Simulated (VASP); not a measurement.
# H2Ru12N in VASP: further runs, part 2 of 2

VASP 6.6.1.

## 3. Single point, PBEsol

INCAR reads:

```
PREC = Accurate
ENCUT = 520
EDIFF = 1E-6
ISMEAR = -1
SIGMA = 0.05
LREAL = Auto
LASPH = T
NELM = 80
ALGO = Normal
ISIF = 2
LWAVE = F
LCHARG = T
GGA = PS
LELF = T
LVHAR = T
NBANDS = 100
```

KPOINTS reads:

```
regular mesh
0
Gamma
  2 2 1
```

POSCAR reads:

```
H2Ru12N
1.0
    5.4000000000      0.0000000000      0.0000000000
    2.7000000000      4.6765370000      0.0000000000
    0.0000000000      0.0000000000     17.2768000000
Ru N H
12 1 2
Direct
    0.0000000000      0.0000000000      0.0578810891
    0.5000000000      0.0000000000      0.0578810891
   -0.0000033679      0.5000067358      0.0578810891
    0.4999966321      0.5000067358      0.0578810891
   -0.1850950957      0.3167087099      0.1664544360
    0.3924065648      0.3045202037      0.1602785238
   -0.1941978382      0.8850993802      0.1620207446
    0.3351519657      0.8328812538      0.1754144286
   -0.0013732203     -0.0076980039      0.2926294221
    0.5103540847      0.0093659047      0.2961717448
    0.0256815415      0.5103776577      0.2551919337
    0.5039717818      0.4940193994      0.2952919522
    1.1631402879      0.3889416464      0.5943635395
    1.8164651589      0.7718104230      0.3133682163
   -0.6319107509      0.1688215019      0.3960629283
```

Potentials or basis: VASP PAW PBE potentials, release 64 (Ru_pv, N, H).

Launch:

```console
cat potpaw_PBE.64/Ru_pv/POTCAR potpaw_PBE.64/N/POTCAR potpaw_PBE.64/H/POTCAR > POTCAR
mpirun -np 1 vasp_std > vasp.out
```

OUTCAR:

```text
PREC = Accurate
   ENCUT = 520
   EDIFF = 1E-6
   ISMEAR = -1
   LREAL = Auto
   LASPH = T
   NELM = 80
   ISIF = 2
   GGA = PS

 ion  position               nearest neighbor table
   1  0.000  0.000  0.058-   7 2.32   5 2.39   8 2.57   4 2.70   3 2.70   2 2.70   2 2.70   4 2.70
                             3 2.70   6 3.35
   2  0.500  0.000  0.058-   6 2.28   7 2.31   8 2.56   4 2.70   3 2.70   1 2.70   1 2.70   3 2.70
                             4 2.70
   3  1.000  0.500  0.058-   7 2.55   5 2.55   6 2.55   2 2.70   1 2.70   4 2.70   4 2.70   1 2.70
                             2 2.70
   4  0.500  0.500  0.058-   6 2.28   5 2.39   8 2.56   2 2.70   1 2.70   3 2.70   3 2.70   2 2.70
                             1 2.70
   5  0.815  0.317  0.166-   6 2.32   7 2.36   4 2.39   1 2.39  11 2.44   3 2.55   9 2.66  12 2.66
                             8 2.70   8 2.72   7 3.05   6 3.09
   6  0.392  0.305  0.160-   7 2.25   4 2.28   2 2.28   5 2.32  11 2.38   3 2.55   8 2.72   8 2.73
                            10 2.73  12 2.73   5 3.09   7 3.15   1 3.35
   7  0.806  0.885  0.162-   6 2.25   2 2.31   1 2.32   5 2.36  11 2.39   3 2.55   9 2.67  10 2.70
                             8 2.70   8 2.74   5 3.05   6 3.15
   8  0.335  0.833  0.175-   2 2.56   4 2.56   1 2.57   9 2.57  12 2.61  10 2.66   5 2.70   7 2.70
                             5 2.72   6 2.72   6 2.73   7 2.74  11 3.26
   9  0.999  0.992  0.293-  14 1.92   8 2.57  10 2.59  11 2.61   5 2.66   7 2.67  12 2.69  12 2.71
                            10 2.81  11 2.95
  10  0.510  0.009  0.296-  14 1.53  15 1.91   9 2.59  12 2.60   8 2.66   7 2.70   6 2.73  11 2.75
                            12 2.80   9 2.81  11 2.83
  11  0.026  0.510  0.255-  14 1.64   6 2.38   7 2.39   5 2.44   9 2.61  12 2.63  10 2.75  10 2.83
                            12 2.95   9 2.95   8 3.26
  12  0.504  0.494  0.295-  10 2.60   8 2.61  11 2.63   5 2.66   9 2.69   9 2.71   6 2.73  10 2.80
                            11 2.95
  13  0.163  0.389  0.594-
  14  0.816  0.772  0.313-  10 1.53  11 1.64   9 1.92
  15  0.368  0.169  0.396-  10 1.91

  LATTYP: Found a hexagonal cell.
 ALAT       =     5.3999998437
 C/A-ratio  =     3.1994075000

  Lattice vectors:

 A1 = (  -2.7000000000,  -4.6765370000,   0.0000000000)
 A2 = (   5.4000000000,   0.0000000000,   0.0000000000)
 A3 = (   0.0000000000,   0.0000000000,  17.2768000000)

Analysis of symmetry for initial positions (statically):
=====================================================================
 Subroutine PRICEL returns:
 Original cell was already a primitive cell.

 Routine SETGRP: Setting up the symmetry group for a
 hexagonal supercell.

 Subroutine GETGRP returns: Found  1 space group operations
 (whereof  1 operations were pure point group operations)
 out of a pool of 24 trial point group operations.

The static configuration has the point symmetry C_1 .

Analysis of symmetry for dynamics (positions and initial velocities):
=====================================================================
 Subroutine PRICEL returns:
 Original cell was already a primitive cell.

 Routine SETGRP: Setting up the symmetry group for a
 hexagonal supercell.

[... 94 lines left out ...]
   dimension x,y,z NGX =    40 NGY =   40 NGZ =  128
   dimension x,y,z NGXF=    80 NGYF=   80 NGZF=  256
   ions per type =              12   1   2
   NGX,Y,Z   is equivalent  to a cutoff of  12.31, 12.31, 12.32 a.u.
   NGXF,Y,Z  is equivalent  to a cutoff of  24.63, 24.63, 24.63 a.u.
 SYSTEM =  unknown system
   PREC   = accura    normal or accurate (medium, high low for compatibility)
   ISTART =      0    job   : 0-new  1-cont  2-samecut
   ICHARG =      2    charge: 1-file 2-atom 10-const
   ISPIN  =      1    spin polarized calculation?
   LNONCOLLINEAR =      F non collinear calculations
   LSORBIT =      F    spin-orbit coupling
   LASPH  =      T    aspherical Exc in radial PAW
   ENCUT  =  520.0 eV  38.22 Ry    6.18 a.u.  10.04 10.04 32.12*2*pi/ulx,y,z
   NELM   =     80;   NELMIN=  2; NELMDL= -5     # of ELM steps
   EDIFF  = 0.1E-05   stopping-criterion for ELM
   LREAL  =      T    real-space projection
   EDIFFG = 0.1E-04   stopping-criterion for IOM
   NSW    =      0    number of steps for IOM
   IBRION =     -1    ionic relax: 0-MD 1-quasi-New 2-CG
   NFREE  =      0    steps in history (QN), initial steepest desc. (CG)
   ISIF   =      2    stress and relaxation
   ISYM   =      2    0-nonsym 1-usesym 2-fastsym
   POTIM  = 0.5000    time-step for ionic-motion
   TEBEG  =    0.0;   TEEND  =   0.0 temperature during run
   PSTRESS=    0.0 pullay stress
   NELECT =     175.0000    total number of electrons
   NUPDOWN=      -1.0000    fix difference up-down
   EMIN   =  10.00;   EMAX   =-10.00  energy-range for DOS
   EFERMI =   0.00;   METHOD = LEGACY
   ISMEAR =    -1;   SIGMA  =   0.05  broadening in eV -4-tet -1-fermi 0-gaus
   EFERMI_NEDOS =   21; number of points for ismear=-14 and -15
   IALGO  =     38    algorithm
   IMIX   =      4    mixing-type and parameters
     AMIX     =   0.40;   BMIX     =  1.00
     AMIX_MAG =   1.60;   BMIX_MAG =  1.00
  volume/ion in A,a.u.               =      29.09       196.28
  Fermi-wavevector in a.u.,A,eV,Ry     =   1.207333  2.281528 19.832569  1.457653
  Thomas-Fermi vector in A             =   2.342974
   LORBIT       =      0    0 simple, 1 ext, 2 COOP (PROOUT), +10 PAW based schemes
   GGA     = PS    functional components
   LHFCALC =     F    Hartree Fock is set to
   AEXX    =    0.0000 exact exchange contribution
   IVDW    =     0    specifies the selected vdW correction
   LEPSILON=     F    determine dielectric tensor
   LRPA    =     F    only Hartree local field effects (RPA)
 non-spin polarized calculation
  energy-cutoff  :      520.00
  volume of cell :      436.30
 maximum number of plane-waves:     11760
   NGX = 21   NGY = 21   NGZ = 65

 number of electron     174.9999995 magnetization

 Free energy of the ion-electron system (eV)
  ---------------------------------------------------
  ext. energy  EPLUGINS =         0.00000000
  ---------------------------------------------------
  free energy    TOTEN  =      -115.65939249 eV

  energy without entropy =     -115.34229179  energy(sigma->0) =     -115.50084214

 E-fermi :   1.4111     XC(G=0):  -7.0541

 val. band max:        1.4097647498   @ k =   0.0000   0.0000   0.0000
 cond. band min:       1.4241977825   @ k =   0.5000   0.0000   0.0000
 fundamental gap:      0.0144330327
 Fermi energy:         1.4110505197

 k-point     1 :       0.0000    0.0000    0.0000
  band No.  band energies     occupation
      1     -43.4964      2.00000
      2     -43.0039      2.00000
      3     -42.8610      2.00000
      4     -42.7617      2.00000
      5     -42.5667      2.00000
      6     -42.4072      2.00000
[... 397 lines left out ...]
     98       2.5344      0.00000
     99       2.7040      0.00000
 [bands above 99 left out]

------------------------ aborting loop because EDIFF is reached ----------------------------------------

  FORCE on cell =-STRESS in cart. coord.  units (eV):
  Direction    XX          YY          ZZ          XY          YZ          ZX
  --------------------------------------------------------------------------------------
  -------------------------------------------------------------------------------------
  Total       12.9233774     12.1560117     28.3538014     -4.1983328     -0.8240339     -1.1959170
  in kB       47.4575343     44.6395955    104.1215045    -15.4172178     -3.0260370     -4.3916747
  external PRESSURE =      65.4062115 kB  Pullay stress =       0.0000000 kB

 VOLUME and BASIS-vectors are now :
 -----------------------------------------------------------------------------
  energy-cutoff  :      520.00
  volume of cell :      436.30
      direct lattice vectors                 reciprocal lattice vectors
     5.400000000  0.000000000  0.000000000     0.185185185 -0.106916721  0.000000000
     2.700000000  4.676537000  0.000000000     0.000000000  0.213833441  0.000000000
     0.000000000  0.000000000 17.276800000     0.000000000  0.000000000  0.057881089

 POSITION                                       TOTAL-FORCE (eV/Angst)
 -----------------------------------------------------------------------------------
      0.00000      0.00000      1.00000         1.293153     -0.059433     -3.460017
      2.70000      0.00000      1.00000        -1.597129     -1.238151     -4.935269
      6.75000      2.33830      1.00000         0.028175     -0.012598     -0.775261
      4.05000      2.33830      1.00000         0.693912      1.470832     -4.118486
      5.25560      1.48110      2.87580         4.309519      2.225408      1.856134
      2.94120      1.42410      2.76910        -5.476724      4.280374      4.356546
      6.74110      4.13920      2.79920         1.741300     -6.451439      2.948264
      4.05860      3.89500      3.03060         0.056021     -0.032333     -0.550850
      8.07180      4.64054      5.05570         0.808649      0.580721     -0.054836
      2.78120      0.04380      5.11690        -3.030798      2.464040      0.190073
      1.51670      2.38680      4.40890        -0.663940     -1.735217      4.666400
      4.05530      2.31030      5.10170         0.133864     -0.089552     -0.607421
      1.93110      1.81890     10.26870         0.008686     -0.013965     -0.060580
      6.49280      3.60940      5.41400         1.335624     -0.787037      2.364105
      2.44350      0.78950      6.84270         0.359688     -0.601652     -1.818801
 -----------------------------------------------------------------------------------
    total drift:                                0.004796     -0.003106     -0.004038

  FREE ENERGIE OF THE ION-ELECTRON SYSTEM (eV)
  ---------------------------------------------------
  free  energy   TOTEN  =      -115.6593924870 eV

  energy  without entropy=     -115.3422917911  energy(sigma->0) =     -115.50084214
```

Wall time 10 min (1 thread of Intel Xeon Platinum 8488C (Sapphire Rapids), shared host); peak memory 0.52 GiB.

Results:

```yaml
Free_energy: -115.6594 eV
Largest_force: 8.203 eV/Å
Band_gap_on_the_k_mesh: zero (an odd number of electrons rules out a gap without spin polarisation)
```

Forces in eV/Å, atoms in the order of the input:
```
Ru   1.293 -0.059 -3.460
Ru  -1.597 -1.238 -4.935
Ru   0.028 -0.013 -0.775
Ru   0.694  1.471 -4.118
Ru   4.310  2.225  1.856
Ru  -5.477  4.280  4.357
Ru   1.741 -6.451  2.948
Ru   0.056 -0.032 -0.551
Ru   0.809  0.581 -0.055
Ru  -3.031  2.464  0.190
Ru  -0.664 -1.735  4.666
Ru   0.134 -0.090 -0.607
N    0.009 -0.014 -0.061
H    1.336 -0.787  2.364
H    0.360 -0.602 -1.819
```

Levels at points of the mesh, in eV from the Fermi level:
```csv
k point,band 87,band 88,band 89,band 90,band 91,band 92
"(0.00, 0.00, 0.00)",0.34,0.41,0.55,0.79,1.12,1.18
"(0.50, 0.00, 0.00)",-0.11,-0.06,-0.03,0.01,0.02,0.04
"(0.50, 0.50, 0.00)",-0.11,-0.06,-0.01,0.02,0.08,0.14
"(0.00, 0.50, 0.00)",-0.16,-0.10,-0.06,-0.01,0.02,0.04
```

Caveat: the k points lie up to 0.67 Å⁻¹ apart, too coarse for converged energies and pressures of a metal; there is no dipole correction, which matters where the two faces differ; the PAW data sets were made with another functional, which shifts forces and pressure a little.

## 4. Single point, PBEsol

INCAR reads:

```
SYSTEM = H2Ru12N
ALGO     = Normal         ! electronic algorithm
EDIFF    = 1E-6           ! SCF threshold, eV
ENCUT    = 520            ! plane-wave cutoff, eV
GGA      = PS             ! functional
ISIF     = 2              ! what is computed and relaxed
ISMEAR   = -1             ! smearing method
LASPH    = .TRUE.         ! aspherical terms in the spheres
LCHARG   = .FALSE.        ! write CHGCAR
LREAL    = Auto         
LWAVE    = .FALSE.        ! write WAVECAR
NBANDS   = 100            ! bands
NELM     = 80             ! most SCF steps
PREC     = Accurate       ! precision mode
SIGMA    = 0.05           ! smearing width, eV
```

KPOINTS reads:

```
k-points
0
G
  2 2 1
  0 0 0
```

POSCAR reads:

```
H2Ru12N
1.0
    5.4000000000      0.0000000000      0.0000000000
    2.7000000000      4.6765370000      0.0000000000
    0.0000000000      0.0000000000     17.2768000000
Ru N H
12 1 2
Direct
    0.0000000000      0.0000000000      0.0578810891
    0.5000000000      0.0000000000      0.0578810891
   -0.0000033679      0.5000067358      0.0578810891
    0.4999966321      0.5000067358      0.0578810891
   -0.1613985362      0.3340933687      0.1624432765
    0.3477100663      0.3350983858      0.1612740785
   -0.1613091207      0.8412849080      0.1608746990
    0.3396100620      0.8364095056      0.1671953139
    0.0053972076      0.0102426218      0.2833047787
    0.4890162111      0.0293379481      0.2916338674
    0.0403874573      0.4774473077      0.2764805983
    0.5089202701      0.4927150154      0.2860483423
    1.3036020153      0.3133515249      0.7324446657
    1.6348560776      0.9395841410      0.3978630302
   -0.3651681067     -0.8720341569      0.3438310335
```

Launch:

```console
cat potpaw_PBE.64/Ru_pv/POTCAR potpaw_PBE.64/N/POTCAR potpaw_PBE.64/H/POTCAR > POTCAR
mpirun -np 1 vasp_std > vasp.out
```

Wall time 9.9 min (1 thread of Intel Xeon Platinum 8488C (Sapphire Rapids), shared host); peak memory 0.52 GiB.

It converged, with:

- Free energy: -118.3654 eV
- Largest force: 4.948 eV/Å
- Band gap on the k mesh: zero (an odd number of electrons rules out a gap without spin polarisation)

Forces in eV/Å, atoms in the order of the input:
```
Ru   0.923  0.098 -4.045
Ru  -0.176  0.018 -3.640
Ru   0.396 -0.035 -3.875
Ru   0.574  0.558 -4.037
Ru  -0.171 -0.083  3.997
Ru  -0.570 -0.154  3.913
Ru  -0.365 -0.490  4.911
Ru  -0.127  0.006  1.759
Ru  -0.195 -0.038  0.437
Ru  -1.708 -3.267 -1.195
Ru  -1.041  1.364  1.793
Ru   0.315  0.367 -0.799
N    0.001 -0.001  0.041
H   -0.908  0.277 -2.025
H    3.052  1.381  2.766
```

Levels at points of the mesh, in eV from the Fermi level:
```
           k point  band 85  band 86  band 87  band 88  band 89  band 90  band 91  band 92  band 93  band 94
(0.00, 0.00, 0.00)     0.14     0.33     0.44     0.53     0.66     0.90     0.95     1.04     1.13     1.25
(0.50, 0.00, 0.00)    -0.46    -0.38    -0.26    -0.06    -0.03     0.01     0.02     0.20     0.29     0.43
(0.50, 0.50, 0.00)    -0.46    -0.38    -0.15    -0.06    -0.01     0.02     0.04     0.10     0.30     0.39
(0.00, 0.50, 0.00)    -0.53    -0.44    -0.17    -0.06    -0.04     0.00     0.02     0.19     0.25     0.39
```

Caveat: the k points lie up to 0.67 Å⁻¹ apart, too coarse for converged energies and pressures of a metal; there is no dipole correction, which matters where the two faces differ; the PAW data sets were made with another functional, which shifts forces and pressure a little.

## 5. The runs side by side

```tsv
cell	gap on the mesh (eV)	largest force (eV/Å)
as given, atomic positions A	none	10.75
as given, atomic positions B	none	8.20
as given, atomic positions C	none	4.95
```

Alike in all rows: task single point; level PBEsol; potentials or basis VASP PAW PBE potentials, release 64 (Ru_pv, N, H); no spin polarisation; k mesh 2 × 2 × 1; cutoff (eV) 520; smearing fermi-dirac 0.05 eV.

Caveats: all runs use coarse meshes; there is no dipole correction, which matters where the two faces differ; the PAW data sets were made with another functional, which shifts forces and pressure a little.

Total energies depend on the potentials used, so only differences within one code and one set of settings carry meaning.
